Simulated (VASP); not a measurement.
# BN (P1) in VASP: further runs

Runs on BN. Level: r2SCAN. Tasks: single point.

All numbers are computed with VASP 6.6.1; they aren't measurements. Logs are shortened: lines on timing, memory, paths and dates and some standing lists are left out, and cuts for length are marked.

### 1 The cell of the first run

The typed cell holds 2 atoms: a = 2.508 Å, b = 2.508 Å, c = 3.274 Å, α = 101.11°, β = 101.11°, γ = 119.81°.

### 2 Single point, r2SCAN

File POSCAR:

```
BN
1.0
    2.5080409200      0.0000000000      0.0000000000
   -1.2467107600      2.1762310400      0.0000000000
   -0.6306650800     -1.0881155200      3.0225400000
B N
1 1
Direct
    0.9796430000      0.9834990000      0.0018060000
    0.6685060000      0.3323850000      0.9849990000
```

File INCAR.step1:

```
PREC = Accurate
ENCUT = 520
ISMEAR = 1
SIGMA = 0.05
LREAL = F
LASPH = T
NELM = 80
NBANDS = 11
GGA = PE
ALGO = Normal
EDIFF = 1E-4
LWAVE = T
LCHARG = F
```

File INCAR.step2:

```
PREC = Accurate
ENCUT = 520
EDIFF = 1E-6
ISMEAR = 1
SIGMA = 0.05
LREAL = F
LASPH = T
NELM = 80
ALGO = Normal
ISIF = 2
LWAVE = F
LCHARG = F
METAGGA = R2SCAN
LMIXTAU = T
NBANDS = 11
ISTART = 1
```

File KPOINTS:

```
Automatic mesh
0
Gamma
  4 4 4
```

Potentials or basis: VASP PAW PBE potentials, release 64 (B, N).

Command:

```console
$ cat potpaw_PBE.64/B/POTCAR potpaw_PBE.64/N/POTCAR > POTCAR
$ cp INCAR.step1 INCAR
$ mpirun -np 1 vasp_std > vasp.out
$ cp INCAR.step2 INCAR
$ mpirun -np 1 vasp_std > vasp.out
```

OUTCAR:

```text
PREC = Accurate
   ENCUT = 520
   EDIFF = 1E-6
   ISMEAR = 1
   LREAL = F
   LASPH = T
   NELM = 80
   ISIF = 2
   METAGGA = R2SCAN
   ISTART = 1

 ion  position               nearest neighbor table
   1  0.980  0.983  0.002-   2 1.40   2 1.43   2 1.52
   2  0.669  0.332  0.985-   1 1.40   1 1.43   1 1.52

  LATTYP: Found a face centered orthorhombic cell.
 ALAT       =     2.5153399993
 B/A-ratio  =     1.7253460737
 C/A-ratio  =     2.4032854412

  Lattice vectors:

 A1 = (  -1.8773758400,   1.0881155200,   3.0225400000)
 A2 = (   0.6306650800,   1.0881155200,   3.0225400000)
 A3 = (  -1.2467107600,   2.1762310400,   0.0000000000)

Analysis of symmetry for initial positions (statically):
=====================================================================
 Subroutine PRICEL returns:
 Original cell was already a primitive cell.

 Routine SETGRP: Setting up the symmetry group for a
 face centered orthorhombic supercell.

 Subroutine GETGRP returns: Found  1 space group operations
 (whereof  1 operations were pure point group operations)
 out of a pool of  8 trial point group operations.

The static configuration has the point symmetry C_1 .

Analysis of symmetry for dynamics (positions and initial velocities):
=====================================================================
 Subroutine PRICEL returns:
 Original cell was already a primitive cell.

 Routine SETGRP: Setting up the symmetry group for a
 face centered orthorhombic supercell.

 Subroutine GETGRP returns: Found  1 space group operations
 (whereof  1 operations were pure point group operations)
 out of a pool of  8 trial point group operations.

The dynamic configuration has the point symmetry C_1 .

 Subroutine INISYM returns: Found  1 space group operations
 (whereof  1 operations are pure point group operations),
 and found     1 'primitive' translations

----------------------------------------------------------------------------------------

                                     Primitive cell

  volume of cell :      16.4973

  direct lattice vectors                    reciprocal lattice vectors
     2.508040920  0.000000000  0.000000000     0.398717578  0.228415772  0.165423783
    -1.246710760  2.176231040  0.000000000     0.000000000  0.459510034  0.165423783
    -0.630665080 -1.088115520  3.022540000     0.000000000  0.000000000  0.330847565

  length of vectors
     2.508040920  2.508040920  3.273756539     0.488379463  0.488379463  0.330847565

  position of ions in fractional coordinates (direct lattice)
     0.979643000  0.983499000  0.001806000
     0.668506000  0.332385000  0.984999000

  ion indices of the primitive-cell ions
   primitive index   ion index
                 1           1
                 2           2

----------------------------------------------------------------------------------------

 KPOINTS: Automatic mesh

Automatic generation of k-mesh.
 Grid dimensions read from file:
 generate k-points for:    4    4    4

 Generating k-lattice:

  Cartesian coordinates                     Fractional coordinates (reciprocal lattice)
     0.099679394  0.057103943  0.041355946     0.250000000 -0.000000000  0.000000000
     0.000000000  0.114877509  0.041355946     0.000000000  0.250000000  0.000000000
     0.000000000  0.000000000  0.082711891     0.000000000  0.000000000  0.250000000

  Length of vectors
     0.122094866  0.122094866  0.082711891

  Shift w.r.t. Gamma in fractional coordinates (k-lattice)
     0.000000000  0.000000000  0.000000000

 Subroutine IBZKPT returns following result:
 ===========================================

 Found     36 irreducible k-points:

 Following reciprocal coordinates:
            Coordinates               Weight
  0.000000  0.000000  0.000000      1.000000
  0.250000 -0.000000 -0.000000      2.000000
  0.000000  0.250000 -0.250000      2.000000
  0.000000 -0.250000  0.000000      2.000000
 -0.250000  0.000000  0.250000      2.000000
  0.500000 -0.000000 -0.000000      1.000000
[... 16 lines left out ...]
  0.500000 -0.000000  0.250000      2.000000
  0.000000  0.500000  0.250000      2.000000
 [... further k-points ...]
   k-points           NKPTS =     36   k-points in BZ     NKDIM =     36   number of bands    NBANDS=     11
   number of dos      NEDOS =    301   number of ions     NIONS =      2
   total plane-waves  NPLWV =   9600
   dimension x,y,z NGX =    20 NGY =   20 NGZ =   24
   dimension x,y,z NGXF=    40 NGYF=   40 NGZF=   48
   ions per type =               1   1
   NGX,Y,Z   is equivalent  to a cutoff of  13.26, 13.26, 12.19 a.u.
   NGXF,Y,Z  is equivalent  to a cutoff of  26.51, 26.51, 24.38 a.u.
 SYSTEM =  unknown system
   PREC   = accura    normal or accurate (medium, high low for compatibility)
   ISTART =      1    job   : 0-new  1-cont  2-samecut
   ICHARG =      0    charge: 1-file 2-atom 10-const
   ISPIN  =      1    spin polarized calculation?
   LNONCOLLINEAR =      F non collinear calculations
   LSORBIT =      F    spin-orbit coupling
   LASPH  =      T    aspherical Exc in radial PAW
   ENCUT  =  520.0 eV  38.22 Ry    6.18 a.u.   4.66  4.66  6.09*2*pi/ulx,y,z
   NELM   =     80;   NELMIN=  2; NELMDL=  0     # of ELM steps
   EDIFF  = 0.1E-05   stopping-criterion for ELM
   LREAL  =      F    real-space projection
   EDIFFG = 0.1E-04   stopping-criterion for IOM
   NSW    =      0    number of steps for IOM
   IBRION =     -1    ionic relax: 0-MD 1-quasi-New 2-CG
   NFREE  =      0    steps in history (QN), initial steepest desc. (CG)
   ISIF   =      2    stress and relaxation
   ISYM   =      2    0-nonsym 1-usesym 2-fastsym
   POTIM  = 0.5000    time-step for ionic-motion
   TEBEG  =    0.0;   TEEND  =   0.0 temperature during run
   PSTRESS=    0.0 pullay stress
   NELECT =       8.0000    total number of electrons
   NUPDOWN=      -1.0000    fix difference up-down
   EMIN   =  10.00;   EMAX   =-10.00  energy-range for DOS
   EFERMI =   0.00;   METHOD = LEGACY
   ISMEAR =     1;   SIGMA  =   0.05  broadening in eV -4-tet -1-fermi 0-gaus
   EFERMI_NEDOS =   21; number of points for ismear=-14 and -15
   IALGO  =     38    algorithm
   IMIX   =      4    mixing-type and parameters
     AMIX     =   0.40;   BMIX     =  1.00
     AMIX_MAG =   1.60;   BMIX_MAG =  1.00
  volume/ion in A,a.u.               =       8.25        55.66
  Fermi-wavevector in a.u.,A,eV,Ry     =   1.286178  2.430523 22.507475  1.654253
  Thomas-Fermi vector in A             =   2.418268
   LORBIT       =      0    0 simple, 1 ext, 2 COOP (PROOUT), +10 PAW based schemes
   METAGGA = R2SCAN    functional components
   LHFCALC =     F    Hartree Fock is set to
   AEXX    =    0.0000 exact exchange contribution
   IVDW    =     0    specifies the selected vdW correction
   LEPSILON=     F    determine dielectric tensor
   LRPA    =     F    only Hartree local field effects (RPA)
 non-spin polarized calculation
 Methfessel and Paxton  Order N= 1 SIGMA  =   0.05
  energy-cutoff  :      520.00
  volume of cell :       16.50
 maximum number of plane-waves:       460
 NGX is ok and might be reduce to    20
   NGX =  9   NGY =  9   NGZ = 13

 number of electron       8.0000000 magnetization

 Free energy of the ion-electron system (eV)
  ---------------------------------------------------
  ext. energy  EPLUGINS =         0.00000000
  ---------------------------------------------------
  free energy    TOTEN  =       -19.12132910 eV

  energy without entropy =      -19.12137440  energy(sigma->0) =      -19.12134420

 E-fermi :   3.0973     XC(G=0): -11.3528

 val. band max:        3.0551795816   @ k =   0.5000   0.5000   0.0000
 cond. band min:       6.5048878507   @ k =   0.5000   0.5000   0.5000
 fundamental gap:      3.4497082691
 Fermi energy:         3.0972736928

 k-point     1 :       0.0000    0.0000    0.0000
  band No.  band energies     occupation
      1     -16.0972      2.00000
      2      -0.6967      2.00000
      3       0.6371      2.00000
      4       2.3414      2.00000
      5       9.1541      0.00000
      6      14.1044      0.00000
      7      16.2177      0.00000
      8      17.3550      0.00000
      9      18.9804      0.00000
     10      29.9724      0.00000
     11      31.4348      0.00000

 k-point     2 :       0.2500   -0.0000   -0.0000
  band No.  band energies     occupation
      1     -14.7779      2.00000
      2      -2.0819      2.00000
      3      -0.7439      2.00000
      4       0.0938      2.00000
      5      11.4089      0.00000
      6      13.5397      0.00000
      7      14.9300      0.00000
      8      20.5834      0.00000
      9      21.6645      0.00000
     10      24.3114      0.00000
     11      29.0727      0.00000

 k-point     3 :       0.0000    0.2500   -0.2500
  band No.  band energies     occupation
      1     -14.8258      2.00000
      2      -2.8125      2.00000
      3       0.1636      2.00000
      4       0.3278      2.00000
      5      11.2463      0.00000
      6      13.1933      0.00000
      7      15.2962      0.00000
      8      19.3804      0.00000
      9      22.1209      0.00000
     10      25.0048      0.00000
     11      29.1156      0.00000

 k-point     4 :       0.0000   -0.2500    0.0000
  band No.  band energies     occupation
      1     -14.8259      2.00000
      2      -2.8172      2.00000
      3       0.1805      2.00000
      4       0.3277      2.00000
      5      11.0682      0.00000
      6      13.4144      0.00000
      7      15.2417      0.00000
      8      19.3555      0.00000
      9      22.1482      0.00000
     10      25.0813      0.00000
     11      29.0903      0.00000

 k-point     5 :      -0.2500    0.0000    0.2500
  band No.  band energies     occupation
      1     -14.7778      2.00000
      2      -2.0953      2.00000
      3      -0.7436      2.00000
      4       0.1297      2.00000
      5      11.1362      0.00000
      6      13.7996      0.00000
      7      14.8938      0.00000
      8      20.6038      0.00000
      9      21.7937      0.00000
     10      24.3074      0.00000
     11      29.0522      0.00000
[... 211 lines left out ...]
 k-point    21 :       0.0000   -0.2500   -0.2500
  band No.  band energies     occupation
      1     -14.4828      2.00000
      2      -2.9253      2.00000
      3      -1.8614      2.00000
      4       0.2884      2.00000
      5      12.3125      0.00000
      6      14.2713      0.00000
      7      18.1654      0.00000
      8      19.5019      0.00000
      9      21.6763      0.00000
     10      27.5354      0.00000
     11      29.0751      0.00000

 k-point    22 :      -0.2500    0.0000    0.5000
  band No.  band energies     occupation
      1     -14.4314      2.00000
      2      -2.3244      2.00000
      3      -1.8154      2.00000
      4      -0.7370      2.00000
      5      12.5350      0.00000
      6      14.1031      0.00000
      7      18.0459      0.00000
      8      20.5939      0.00000
      9      21.6263      0.00000
     10      27.0521      0.00000
     11      28.7250      0.00000

 k-point    23 :       0.5000   -0.0000    0.2500
  band No.  band energies     occupation
      1     -12.5944      2.00000
      2      -6.2274      2.00000
      3      -1.8617      2.00000
      4       1.4364      2.00000
      5       9.1578      0.00000
      6      13.0335      0.00000
      7      17.4052      0.00000
      8      20.8594      0.00000
      9      25.6681      0.00000
     10      26.2658      0.00000
     11      27.7642      0.00000

 k-point    24 :       0.0000    0.5000    0.2500
  band No.  band energies     occupation
      1     -12.7606      2.00000
      2      -6.5135      2.00000
      3      -1.0564      2.00000
      4       1.8174      2.00000
      5       8.2670      0.00000
      6      13.1507      0.00000
      7      17.2620      0.00000
      8      21.5303      0.00000
      9      25.2695      0.00000
     10      26.6776      0.00000
     11      27.3170      0.00000

 [... further k-points ...]

------------------------ aborting loop because EDIFF is reached ----------------------------------------

  FORCE on cell =-STRESS in cart. coord.  units (eV):
  Direction    XX          YY          ZZ          XY          YZ          ZX
  --------------------------------------------------------------------------------------
  -------------------------------------------------------------------------------------
  Total       -0.7453292      0.4307748      0.6448307     -0.4955309      0.1198916      0.0630270
  in kB      -72.3847399     41.8359114     62.6245512    -48.1248782     11.6436089      6.1210474
  external PRESSURE =      10.6919076 kB  Pullay stress =       0.0000000 kB

 VOLUME and BASIS-vectors are now :
 -----------------------------------------------------------------------------
  energy-cutoff  :      520.00
  volume of cell :       16.50
      direct lattice vectors                 reciprocal lattice vectors
     2.508040920  0.000000000  0.000000000     0.398717578  0.228415772  0.165423783
    -1.246710760  2.176231040  0.000000000     0.000000000  0.459510034  0.165423783
    -0.630665080 -1.088115520  3.022540000     0.000000000  0.000000000  0.330847565

 POSITION                                       TOTAL-FORCE (eV/Angst)
 -----------------------------------------------------------------------------------
      1.22971      2.13836      0.00546         1.685674      2.106344     -0.639428
      0.64105     -0.34845      2.97720        -1.685674     -2.106344      0.639428
 -----------------------------------------------------------------------------------
    total drift:                               -0.000341      0.000148     -0.000123

  FREE ENERGIE OF THE ION-ELECTRON SYSTEM (eV)
  ---------------------------------------------------
  free  energy   TOTEN  =       -19.1213291037 eV

  energy  without entropy=      -19.1213743999  energy(sigma->0) =      -19.12134420
```

It took 18 s on 1 thread of Intel Xeon Platinum 8488C (Sapphire Rapids), shared host; peak memory 0.13 GiB.

What came out:

```yaml
Free_energy: -19.1213 eV
Pressure: 1.1 GPa
Largest_force: 2.773 eV/Å
Band_gap_on_the_k_mesh: 3.45 eV, indirect (least direct gap 5.47 eV)
```

Forces in eV/Å, atoms in the order of the input:
```
B    1.686  2.106 -0.639
N   -1.686 -2.106  0.639
```

Stress tensor (GPa, compression positive):
```
-7.24 -4.81  0.61
-4.81  4.18  1.16
 0.61  1.16  6.26
```

Levels at points of the mesh, in eV from the valence-band top:
```tsv
k point	band 1	band 2	band 3	band 4	band 5	band 6	band 7	band 8
(0.00, 0.00, 0.00)	-19.15	-3.75	-2.42	-0.71	6.10	11.05	13.16	14.30
(0.50, 0.00, 0.00)	-15.65	-9.31	-4.92	-1.48	5.64	10.27	14.66	18.44
(0.00, 0.50, 0.50)	-15.81	-9.59	-4.11	-1.06	4.72	10.34	14.82	18.31
(0.00, 0.50, 0.00)	-15.81	-9.60	-4.12	-0.97	4.50	10.41	14.96	18.45
(0.50, 0.00, 0.50)	-15.65	-9.32	-4.92	-1.38	5.30	10.31	14.93	18.66
(0.50, 0.50, 0.00)	-15.90	-9.77	-4.28	0.00	7.12	9.82	13.34	15.53
(0.00, 0.00, 0.50)	-18.58	-7.07	-2.44	-0.76	10.74	11.78	13.14	13.39
(0.50, 0.50, 0.50)	-15.56	-9.23	-4.44	-2.12	3.45	9.92	16.67	21.08
```

Caveat: the k points lie up to 0.77 Å⁻¹ apart; the PAW data sets were made with another functional, which shifts forces and pressure a little.

(Continued in part 2 of 2.)
